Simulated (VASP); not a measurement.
Lu:

```
Lu
1.0
     3.50310    0.00000    0.00000
    -1.75155    3.03377    0.00000
     0.00000    0.00000    5.55090
Lu
2
Cartesian
  1.7516 1.0113 4.1632
  0.0000 2.0225 1.3877
```

Base run:

| Quantity | Value |
| --- | --- |
| Program | VASP 6.6.1 |
| Functional | PBEsol |
| Potentials or basis | VASP PAW PBE potentials, release 64 (Lu) |
| Cutoff | 520 eV |
| k mesh | 9 × 9 × 5 |
| Occupations | fermi-dirac, width 0.05 eV |
| Spin | no spin polarisation |

Its results: band gap on the k mesh zero (bands 25 and 26 overlap by 1.43 eV); pressure -2.9 GPa.

Problem. The run is repeated on the same cell with these changes: functional from PBEsol to LDA. What comes out?

Solution. Band gap on the k mesh zero (bands 25 and 26 overlap by 1.38 eV); pressure -5.4 GPa.

LDA binds more tightly than PBEsol, so the same cell stands under less pressure.

Caveats: the PAW data sets were made with another functional, which shifts forces and pressure a little; spin-orbit coupling is left out, which moves the levels of the heavy elements; the cell stands under tension (at least some runs).
